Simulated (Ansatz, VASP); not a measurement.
## KF: VASP beside Ansatz

```
K F
1.0
    -0.13979    2.58342    2.58342
     2.58342   -0.13979    2.58342
     2.58342    2.58342   -0.13979
K F
1 1
Direct
  0.00000 0.00000 0.00000
  0.50000 0.50000 0.50000
```

Alike in both runs: task single point; functional PBE; k mesh 8 × 8 × 8; occupations gaussian, width 0.05 eV; no spin polarisation.

|  | VASP | Ansatz |
| --- | --- | --- |
| version | VASP 6.6.1 | Ansatz 0.2.0 |
| potentials or method | VASP PAW PBE potentials, release 64 (K_sv, F), cutoff 520 eV | scalar-relativistic, plane waves, PAW |
| valence electrons in the cell | 16 | 16 |

VASP gave:

```
gap on the k mesh at the Fermi level (eV)                     : 6.21
least direct gap on the mesh (eV)                             : 6.21
pressure (GPa)                                                : 2.2
traceless stress, the component that is largest in VASP (GPa) : 0.56
```

**Question.** Which values does Ansatz return?

**Answer.** gap on the k mesh at the Fermi level (eV): 6.23; least direct gap on the mesh (eV): 6.23; pressure (GPa): 2.1; traceless stress, the component that is largest in VASP (GPa): 0.57.
